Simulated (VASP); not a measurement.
Mn, 2 atoms in the cell. It takes space group P6_3/mmc (No. 194, hexagonal). Conventional cell: a = 2.552 Å, b = 2.552 Å, c = 4.167 Å, α = 90.00°, β = 90.00°, γ = 120.00°. Within 3.4 Å of Mn (site symmetry -6m2) lie 12 Mn at 2.55 Å. This isn't the form of Mn at room conditions, which is a 58-atom cubic cell.

* Program: VASP 6.6.1
* Task: relaxation of cell and atoms
* Functional: revPBE
* Potentials or basis: VASP PAW PBE potentials, release 64 (Mn_pv)
* Cutoff: 600 eV
* k mesh: 14 × 14 × 8
* Occupations: fermi-dirac, width 0.05 eV
* Spin: collinear spin, antiferromagnetic start
* Starting moments: [3.0, -3.0] μB
* Dipole correction: no
* Further INCAR settings: ALGO = Normal; EDIFF = 1e-07; IBRION = 2; EDIFFG = -0.01; NSW = 80; ISIF = 3

Potentials or basis: VASP PAW PBE potentials, release 64 (Mn_pv).

Launch:

```console
$ cat potpaw_PBE.64/Mn_pv/POTCAR > POTCAR
$ mpirun -np 1 vasp_std > vasp.out
```

Hardware: 1 thread of Intel Xeon 8259CL (shared host).

How long does it take, and how much memory?

It took 14 min on 1 thread of Intel Xeon 8259CL, on a shared host, peak memory 0.23 GiB. Counts: scf iterations 89, k points 120, ion steps 8.
